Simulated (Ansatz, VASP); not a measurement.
**One calculation of Li2S, two programs**

The input INCAR:

```
SYSTEM = Li2S
PREC = Accurate ; ENCUT = 750
EDIFF = 1E-6 ; ISMEAR = 0
SIGMA = 0.05 ; LREAL = .False.
LASPH = .True. ; NELM = 120
ALGO = Normal ; ISIF = 2
LWAVE = .False. ; LCHARG = .True.
GGA = PE ; LELF = .True.
LVHAR = .True. ; NBANDS = 13
GGA_COMPAT = .False.
```

File KPOINTS:

```
Automatic mesh
0
Gamma
  8 8 8
  0 0 0
```

The input POSCAR:

```
Li2S
1.0
   -0.0285400000      2.8540000000      2.8540000000
    2.8254600000      0.0000000000      2.8254600000
    2.8540000000      2.8540000000     -0.0285400000
Li S
2 1
Direct
    0.2500000000      0.2500000000      0.2500000000
    0.7500000000      0.7500000000      0.7500000000
    0.0000000000      0.0000000000      0.0000000000
```

Input for Ansatz:

```yaml
crystal:
  lattice:
    - [-0.02854, 2.854, 2.854]
    - [2.82546, 0.0, 2.82546]
    - [2.854, 2.854, -0.02854]
  atoms:
    - { symbol: Li, position: [0.25, 0.25, 0.25] }
    - { symbol: Li, position: [0.75, 0.75, 0.75] }
    - { symbol: S, position: [0.0, 0.0, 0.0] }
basis:
  ecutwfc: 420
kpoints:
  mp_grid: { grid: [8, 8, 8] }
hamiltonian:
  xc: pbe
scf:
  occupations: { method: gaussian, width: 0.05 }
output:
  forces: true
  stress: true
  eigenvalues: true
```

Change from the starting cell: strain -0.0200 x Voigt [0, 0, 0, 0, 1, 0], atoms carried along.

Alike in both runs: task single point; functional PBE; k mesh 8 × 8 × 8; occupations gaussian, width 0.05 eV; no spin polarisation.

```csv
,VASP,Ansatz
version,VASP 6.6.1,Ansatz 0.2.0
potentials or method,"VASP PAW PBE potentials, release 64 (Li_sv, S), cutoff 750 eV","scalar-relativistic, plane waves, PAW"
valence electrons in the cell,12,12
```

VASP gave:

- gap on the k mesh at the Fermi level (eV): 3.37
- least direct gap on the mesh (eV): 4.21
- pressure (GPa): -0.2
- traceless stress, the component that is largest in VASP (GPa): 0.71
- rms of the force components (eV/Å): 0.010

Problem. Which values does Ansatz return?

Solution. gap on the k mesh at the Fermi level (eV): 3.37; least direct gap on the mesh (eV): 4.20; pressure (GPa): 0.0; traceless stress, the component that is largest in VASP (GPa): 0.71; rms of the force components (eV/Å): 0.010.

Atom by atom the forces differ by 0.000 eV/Å (rms over components).
